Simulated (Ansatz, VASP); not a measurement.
One calculation of MgS, two programs

```
CELL_PARAMETERS angstrom
0.00000 2.54854 2.54854
2.54854 0.00000 2.54854
2.54854 2.54854 0.00000
ATOMIC_POSITIONS crystal
Mg 0.00000 0.00000 0.00000
S 0.50000 0.50000 0.50000
```

Change from the starting cell: volume scaled by 0.94, crystal datasets.

Alike in both runs: task electric field gradients; functional PBEsol; k mesh 10 × 10 × 10; occupations fermi-dirac, width 0.03 eV; no spin polarisation.

```csv
,VASP,Ansatz
version,VASP 6.6.1,Ansatz 0.2.0
potentials or method,"VASP PAW PBE potentials, release 64 (Mg, S), cutoff 520 eV","all-electron PAW with datasets made for the crystal, scalar-relativistic"
```

|  | VASP | Ansatz | Ansatz less VASP |
| --- | --- | --- | --- |
| gap on the k mesh at the Fermi level (eV) | 2.83 | 2.83 | -0.005 |
| pressure (GPa) | 4.1 | 4.3 | +0.16 |

VASP's potentials were made for PBE, not for PBEsol. Ansatz ran all-electron here, and VASP with PAW potentials.
